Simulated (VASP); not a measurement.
# Au (Fm-3m) in VASP: notebook

Runs on Au. Level: PBEsol. Tasks: single point.

Program: VASP 6.6.1. These are calculated values, not measurements. Logs are shortened: lines on timing, memory, paths and dates and some standing lists are left out, and cuts for length are marked.

## Step 1: The cell of the first run

Symmetry: Fm-3m, No. 225, cubic system. Conventional cell: a = 4.171 Å, b = 4.171 Å, c = 4.171 Å, α = 90.00°, β = 90.00°, γ = 90.00°. Within 3.9 Å of Au (site symmetry m-3m) lie 12 Au at 2.95 Å.

## Step 2: Single point, PBEsol

INCAR

```
SYSTEM = Au
  ALGO = Normal
  EDIFF = 1E-7
  ENCUT = 520
  GGA = PS
  ISIF = 2
  ISMEAR = 0
  LASPH = .True.
  LCHARG = .True.
  LELF = .True.
  LREAL = .False.
  LVHAR = .True.
  LWAVE = .False.
  NBANDS = 12
  NELM = 60
  PREC = Accurate
  SIGMA = 0.1
```

KPOINTS

```
k-points
0
Gamma
  8 8 8
  0 0 0
```

POSCAR

```
Au
1.0
    0.0000000000      2.0856442657      2.0856442657
    2.0856442657      0.0000000000      2.0856442657
    2.0856442657      2.0856442657      0.0000000000
Au
1
Direct
    0.0000000000      0.0000000000      0.0000000000
```

Potentials or basis: VASP PAW PBE potentials, release 64 (Au).

Command:

```
$ cat potpaw_PBE.64/Au/POTCAR > POTCAR
$ mpirun -np 1 vasp_std > vasp.out
```

OUTCAR:

```text
SYSTEM = Au
   EDIFF = 1E-7
   ENCUT = 520
   GGA = PS
   ISIF = 2
   ISMEAR = 0
   LASPH = .True.
   LREAL = .False.
   NELM = 60
   PREC = Accurate

 ion  position               nearest neighbor table
   1  0.000  0.000  0.000-

  LATTYP: Found a face centered cubic cell.
 ALAT       =     4.1712885314

  Lattice vectors:

 A1 = (   0.0000000000,   2.0856442657,   2.0856442657)
 A2 = (   2.0856442657,   0.0000000000,   2.0856442657)
 A3 = (   2.0856442657,   2.0856442657,   0.0000000000)

Analysis of symmetry for initial positions (statically):
=====================================================================
 Subroutine PRICEL returns:
 Original cell was already a primitive cell.

 Routine SETGRP: Setting up the symmetry group for a
 face centered cubic supercell.

 Subroutine GETGRP returns: Found 48 space group operations
 (whereof 48 operations were pure point group operations)
 out of a pool of 48 trial point group operations.

The static configuration has the point symmetry O_h .

Analysis of symmetry for dynamics (positions and initial velocities):
=====================================================================
 Subroutine PRICEL returns:
 Original cell was already a primitive cell.

 Routine SETGRP: Setting up the symmetry group for a
 face centered cubic supercell.

 Subroutine GETGRP returns: Found 48 space group operations
 (whereof 48 operations were pure point group operations)
 out of a pool of 48 trial point group operations.

The dynamic configuration has the point symmetry O_h .

 Subroutine INISYM returns: Found 48 space group operations
 (whereof 48 operations are pure point group operations),
 and found     1 'primitive' translations

----------------------------------------------------------------------------------------

                                     Primitive cell

  volume of cell :      18.1447

  direct lattice vectors                    reciprocal lattice vectors
     0.000000000  2.085644266  2.085644266    -0.239734076  0.239734076  0.239734076
     2.085644266  0.000000000  2.085644266     0.239734076 -0.239734076  0.239734076
     2.085644266  2.085644266  0.000000000     0.239734076  0.239734076 -0.239734076

  length of vectors
     2.949546407  2.949546407  2.949546407     0.415231599  0.415231599  0.415231599

  position of ions in fractional coordinates (direct lattice)
     0.000000000  0.000000000  0.000000000

  ion indices of the primitive-cell ions
   primitive index   ion index
                 1           1

----------------------------------------------------------------------------------------

 KPOINTS: k-points

Automatic generation of k-mesh.
 Grid dimensions read from file:
 generate k-points for:    8    8    8

 Generating k-lattice:

  Cartesian coordinates                     Fractional coordinates (reciprocal lattice)
    -0.029966759  0.029966759  0.029966759     0.125000000  0.000000000  0.000000000
     0.029966759 -0.029966759  0.029966759     0.000000000  0.125000000  0.000000000
     0.029966759  0.029966759 -0.029966759     0.000000000  0.000000000  0.125000000

  Length of vectors
     0.051903950  0.051903950  0.051903950

  Shift w.r.t. Gamma in fractional coordinates (k-lattice)
     0.000000000  0.000000000  0.000000000

 Subroutine IBZKPT returns following result:
 ===========================================

 Found     29 irreducible k-points:

 Following reciprocal coordinates:
            Coordinates               Weight
  0.000000  0.000000  0.000000      1.000000
  0.125000  0.000000  0.000000      8.000000
  0.250000  0.000000  0.000000      8.000000
  0.375000  0.000000  0.000000      8.000000
  0.500000  0.000000  0.000000      4.000000
  0.125000  0.125000  0.000000      6.000000
[... 16 lines left out ...]
  0.500000  0.250000  0.125000     48.000000
 -0.375000  0.250000  0.125000     24.000000
 [... further k-points ...]
   k-points           NKPTS =     29   k-points in BZ     NKDIM =     29   number of bands    NBANDS=     12
   number of dos      NEDOS =    301   number of ions     NIONS =      1
   total plane-waves  NPLWV =  13824
   dimension x,y,z NGX =    24 NGY =   24 NGZ =   24
   dimension x,y,z NGXF=    48 NGYF=   48 NGZF=   48
   ions per type =               1
   NGX,Y,Z   is equivalent  to a cutoff of  13.53, 13.53, 13.53 a.u.
   NGXF,Y,Z  is equivalent  to a cutoff of  27.05, 27.05, 27.05 a.u.
 SYSTEM =  Au
   PREC   = accura    normal or accurate (medium, high low for compatibility)
   ISTART =      0    job   : 0-new  1-cont  2-samecut
   ICHARG =      2    charge: 1-file 2-atom 10-const
   ISPIN  =      1    spin polarized calculation?
   LNONCOLLINEAR =      F non collinear calculations
   LSORBIT =      F    spin-orbit coupling
   LASPH  =      T    aspherical Exc in radial PAW
   ENCUT  =  520.0 eV  38.22 Ry    6.18 a.u.   5.48  5.48  5.48*2*pi/ulx,y,z
   NELM   =     60;   NELMIN=  2; NELMDL= -5     # of ELM steps
   EDIFF  = 0.1E-06   stopping-criterion for ELM
   LREAL  =      F    real-space projection
   EDIFFG = 0.1E-05   stopping-criterion for IOM
   NSW    =      0    number of steps for IOM
   IBRION =     -1    ionic relax: 0-MD 1-quasi-New 2-CG
   NFREE  =      0    steps in history (QN), initial steepest desc. (CG)
   ISIF   =      2    stress and relaxation
   ISYM   =      2    0-nonsym 1-usesym 2-fastsym
   POTIM  = 0.5000    time-step for ionic-motion
   TEBEG  =    0.0;   TEEND  =   0.0 temperature during run
   PSTRESS=    0.0 pullay stress
   NELECT =      11.0000    total number of electrons
   NUPDOWN=      -1.0000    fix difference up-down
   EMIN   =  10.00;   EMAX   =-10.00  energy-range for DOS
   EFERMI =   0.00;   METHOD = LEGACY
   ISMEAR =     0;   SIGMA  =   0.10  broadening in eV -4-tet -1-fermi 0-gaus
   EFERMI_NEDOS =   21; number of points for ismear=-14 and -15
   IALGO  =     38    algorithm
   IMIX   =      4    mixing-type and parameters
     AMIX     =   0.40;   BMIX     =  1.00
     AMIX_MAG =   1.60;   BMIX_MAG =  1.00
  volume/ion in A,a.u.               =      18.14       122.45
  Fermi-wavevector in a.u.,A,eV,Ry     =   1.385550  2.618310 26.119763  1.919748
  Thomas-Fermi vector in A             =   2.509949
   LORBIT       =      0    0 simple, 1 ext, 2 COOP (PROOUT), +10 PAW based schemes
   GGA     = PS    functional components
   LHFCALC =     F    Hartree Fock is set to
   AEXX    =    0.0000 exact exchange contribution
   IVDW    =     0    specifies the selected vdW correction
   LEPSILON=     F    determine dielectric tensor
   LRPA    =     F    only Hartree local field effects (RPA)
 non-spin polarized calculation
 Gauss-broadening in eV      SIGMA  =   0.10
  energy-cutoff  :      520.00
  volume of cell :       18.14
 maximum number of plane-waves:       531
 NGX is ok and might be reduce to    24
   NGX = 11   NGY = 11   NGZ = 11

 number of electron      11.0000001 magnetization

 Free energy of the ion-electron system (eV)
  ---------------------------------------------------
  ext. energy  EPLUGINS =         0.00000000
  ---------------------------------------------------
  free energy    TOTEN  =        -3.85526400 eV

  energy without entropy =       -3.85214660  energy(sigma->0) =       -3.85370530

 E-fermi :   8.1589     XC(G=0): -12.5149

 val. band max:        8.0846882468   @ k =   0.5000   0.2500   0.1250
 cond. band min:       8.3540135662   @ k =   0.5000   0.3750   0.1250
 fundamental gap:      0.2693253194
 Fermi energy:         8.1588518071

 k-point     1 :       0.0000    0.0000    0.0000
  band No.  band energies     occupation
      1      -1.0056      2.00000
      2       3.9176      2.00000
      3       3.9176      2.00000
      4       3.9176      2.00000
      5       5.2880      2.00000
      6       5.2880      2.00000
      7      22.8294      0.00000
      8      26.4633      0.00000
      9      26.4633      0.00000
     10      26.4633      0.00000
     11      31.1348      0.00000
     12      35.1483      0.00000

 k-point     2 :       0.1250    0.0000    0.0000
  band No.  band energies     occupation
      1      -0.5026      2.00000
      2       3.7829      2.00000
      3       4.0672      2.00000
      4       4.0672      2.00000
      5       5.2375      2.00000
      6       5.2375      2.00000
      7      23.0812      0.00000
      8      23.9875      0.00000
      9      26.9681      0.00000
     10      26.9681      0.00000
     11      30.8993      0.00000
     12      33.0043      0.00000

 k-point     3 :       0.2500    0.0000    0.0000
  band No.  band energies     occupation
      1       0.7159      2.00000
      2       3.8033      2.00000
      3       4.1738      2.00000
      4       4.1738      2.00000
      5       5.4402      2.00000
      6       5.4402      2.00000
      7      18.9852      0.00000
      8      23.7600      0.00000
      9      27.4413      0.00000
     10      27.4413      0.00000
     11      29.4954      0.00000
     12      30.7519      0.00000

 k-point     4 :       0.3750    0.0000    0.0000
  band No.  band energies     occupation
      1       1.4346      2.00000
      2       3.9936      2.00000
      3       3.9936      2.00000
      4       5.3504      2.00000
      5       6.0451      2.00000
      6       6.0451      2.00000
      7      14.1736      0.00000
      8      22.7382      0.00000
      9      25.7918      0.00000
     10      25.7918      0.00000
     11      31.5222      0.00000
     12      31.5385      0.00000

 k-point     5 :       0.5000    0.0000    0.0000
  band No.  band energies     occupation
      1       1.4924      2.00000
      2       3.8903      2.00000
      3       3.8903      2.00000
      4       6.3658      2.00000
      5       6.3658      2.00000
      6       7.5296      2.00000
      7      11.0001      0.00000
      8      22.2562      0.00000
      9      24.8792      0.00000
     10      24.8792      0.00000
     11      32.2204      0.00000
     12      32.2204      0.00000
[... 228 lines left out ...]
      1       1.7628      2.00000
      2       2.0525      2.00000
      3       6.3275      2.00000
      4       6.6523      2.00000
      5       6.6523      2.00000
      6       9.3978      0.00000
      7      13.5219      0.00000
      8      18.0397      0.00000
      9      18.0397      0.00000
     10      24.7577      0.00000
     11      27.2133      0.00000
     12      35.3157      0.00000

 k-point    22 :       0.3750    0.2500    0.1250
  band No.  band energies     occupation
      1       1.7791      2.00000
      2       3.0961      2.00000
      3       3.9644      2.00000
      4       5.0333      2.00000
      5       5.1236      2.00000
      6       6.4532      2.00000
      7      19.1172      0.00000
      8      20.7811      0.00000
      9      24.0405      0.00000
     10      26.8874      0.00000
     11      28.2439      0.00000
     12      31.7658      0.00000

 k-point    23 :       0.5000    0.2500    0.1250
  band No.  band energies     occupation
      1       2.4341      2.00000
      2       3.4932      2.00000
      3       3.6594      2.00000
      4       4.8660      2.00000
      5       5.9301      2.00000
      6       8.0847      1.70574
      7      14.9290      0.00000
      8      19.7115      0.00000
      9      22.1415      0.00000
     10      26.2944      0.00000
     11      30.1593      0.00000
     12      33.4743      0.00000

 k-point    24 :      -0.3750    0.2500    0.1250
  band No.  band energies     occupation
      1       2.4424      2.00000
      2       3.3270      2.00000
      3       4.3322      2.00000
      4       4.6807      2.00000
      5       6.2426      2.00000
      6      10.8345      0.00000
      7      11.0381      0.00000
      8      19.9170      0.00000
      9      20.9859      0.00000
     10      25.5733      0.00000
     11      31.4365      0.00000
     12      34.4922      0.00000

 [... further k-points ...]
[... 5 lines left out ...]
  --------------------------------------------------------------------------------------
  -------------------------------------------------------------------------------------
  Total       -0.9973675     -0.9973675     -0.9973675      0.0000000      0.0000000      0.0000000
  in kB      -88.0673874    -88.0673874    -88.0673874      0.0000000      0.0000000      0.0000000
  external PRESSURE =     -88.0673874 kB  Pullay stress =       0.0000000 kB

 VOLUME and BASIS-vectors are now :
 -----------------------------------------------------------------------------
  energy-cutoff  :      520.00
  volume of cell :       18.14
      direct lattice vectors                 reciprocal lattice vectors
     0.000000000  2.085644266  2.085644266    -0.239734076  0.239734076  0.239734076
     2.085644266  0.000000000  2.085644266     0.239734076 -0.239734076  0.239734076
     2.085644266  2.085644266  0.000000000     0.239734076  0.239734076 -0.239734076

 POSITION                                       TOTAL-FORCE (eV/Angst)
 -----------------------------------------------------------------------------------
      0.00000      0.00000      0.00000         0.000000      0.000000      0.000000
 -----------------------------------------------------------------------------------
    total drift:                               -0.000000      0.000000      0.000000

  FREE ENERGIE OF THE ION-ELECTRON SYSTEM (eV)
  ---------------------------------------------------
  free  energy   TOTEN  =        -3.8552639992 eV

  energy  without entropy=       -3.8521465996  energy(sigma->0) =       -3.85370530
```

Run time: 3.9 s. Hardware: 1 thread of Intel Xeon Platinum 8488C (Sapphire Rapids), shared host; peak memory 0.14 GiB.

What came out:

* Free energy: -3.8553 eV
* Pressure: -8.8 GPa

Levels at points of the mesh, in eV from the Fermi level:
```tsv
k point	band 2	band 3	band 4	band 5	band 6	band 7	band 8	band 9	band 10	band 11
(0.00, 0.00, 0.00)	-4.24	-4.24	-4.24	-2.87	-2.87	14.67	18.30	18.30	18.30	22.98
(0.50, 0.00, 0.00)	-4.27	-4.27	-1.79	-1.79	-0.63	2.84	14.10	16.72	16.72	24.06
(0.50, 0.50, 0.00)	-6.11	-1.83	-1.51	-1.51	1.24	5.36	9.88	9.88	16.60	19.05
```

Caveat: the PAW data sets were made with another functional, which shifts forces and pressure a little; spin-orbit coupling is left out, which moves the levels of the heavy elements.

## Step 3: Single point, PBEsol

This run uses another cell than the first one, of 17.08 Å³/atom, 0.941 times its volume.

INCAR

```
PREC = Accurate
ENCUT = 520
EDIFF = 1E-6
ISMEAR = 0
SIGMA = 0.1
LREAL = False
LASPH = True
NELM = 100
ALGO = Normal
ISIF = 2
LWAVE = False
LCHARG = True
GGA = PS
LELF = True
LVHAR = True
NBANDS = 12
```

KPOINTS

```
regular mesh
0
Gamma
  8 8 8
```

POSCAR

```
Au
1.0
    0.0000000000      2.0439732275      2.0439732275
    2.0439732275      0.0000000000      2.0439732275
    2.0439732275      2.0439732275      0.0000000000
Au
1
Direct
    0.0000000000      0.0000000000      0.0000000000
```

Potentials or basis: VASP PAW PBE potentials, release 64 (Au).

Command:

```
$ cat potpaw_PBE.64/Au/POTCAR > POTCAR
$ mpirun -np 1 vasp_std > vasp.out
```

It took 4 s on 1 thread of Intel Xeon Platinum 8488C (Sapphire Rapids), shared host; peak memory 0.14 GiB.

Results (log left out):

```yaml
Free_energy: -3.8857 eV
Pressure: 0.0 GPa
```

Levels at points of the mesh, in eV from the Fermi level:
| k point | band 3 | band 4 | band 5 | band 6 | band 7 | band 8 | band 9 | band 10 |
| --- | --- | --- | --- | --- | --- | --- | --- | --- |
| (0.00, 0.00, 0.00) | -4.60 | -4.60 | -3.07 | -3.07 | 14.56 | 18.55 | 18.55 | 18.55 |
| (0.50, 0.00, 0.00) | -4.63 | -1.87 | -1.87 | -0.96 | 3.11 | 14.00 | 17.14 | 17.14 |
| (0.50, 0.50, 0.00) | -1.92 | -1.55 | -1.55 | 1.02 | 5.79 | 10.01 | 10.01 | 17.20 |

Caveat: the PAW data sets were made with another functional, which shifts forces and pressure a little; spin-orbit coupling is left out, which moves the levels of the heavy elements.
